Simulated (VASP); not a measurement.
Set up this calculation in VASP 6.6.1, as the native input.

```yaml
Task: single point
Functional: PBE
Potentials_or_basis: VASP PAW PBE potentials, release 64 (Ti_sv, H)
Cutoff: 520 eV
k_mesh: 4 × 3 × 5
Occupations: fermi-dirac, width 0.15 eV
Spin: no spin polarisation
Dipole_correction: no
Further_INCAR_settings: ALGO = Normal; EDIFF = 1e-06; NBANDS = 84
```

The structure of Ti12H (a cell with a defect) lies in POSCAR:

```
Ti12H
1.0
    5.9000000000      0.0000000000      0.0000000000
   -4.4250000000      7.6643250000      0.0000000000
    0.0000000000      0.0000000000      4.6846000000
Ti H
12 1
Direct
    0.0010094429      0.0018507827     -0.0023914528
    0.1674936298      0.2224706024      0.4996812962
   -0.0021189136      0.3319196407      0.0000303121
    0.1612197124      0.5479575827      0.4968870341
   -0.0159239077      0.6609052982      0.0018887418
    0.1631177361      0.8931303148      0.4957874739
    0.5068602354      0.0095049466      0.0009347650
    0.6672036774      0.2238837732      0.5008781966
    0.5013606413      0.3342539624      0.0025560347
    0.6638950180      0.5521852218      0.5015614994
    0.5071414874      0.6613705708      0.0018234214
    0.6765720394      0.8934725498      0.4958024164
    0.3327138057      0.7769725318      0.5488257268
```

These files were run (other wordings do the same):

INCAR

```
PREC = Accurate
ENCUT = 520
EDIFF = 1E-6
ISMEAR = -1
SIGMA = 0.15
LREAL = F
LASPH = T
NELM = 80
ALGO = Normal
ISIF = 2
LWAVE = F
LCHARG = F
GGA = PE
NBANDS = 84
```

KPOINTS

```
regular mesh
0
Gamma
  4 3 5
```

Potentials or basis: VASP PAW PBE potentials, release 64 (Ti_sv, H).

Launch:

```console
$ cat potpaw_PBE.64/Ti_sv/POTCAR potpaw_PBE.64/H/POTCAR > POTCAR
$ mpirun -np 1 vasp_std > vasp.out
```

It gave:

The pressure is 0.8 GPa, the largest force is 0.419 eV/Å and the band gap on the k mesh is zero (an odd number of electrons rules out a gap without spin polarisation).

Wall time 60 min on 1 thread of Oxide Virtual Turin-like Processor (shared host), peak memory 0.52 GiB.
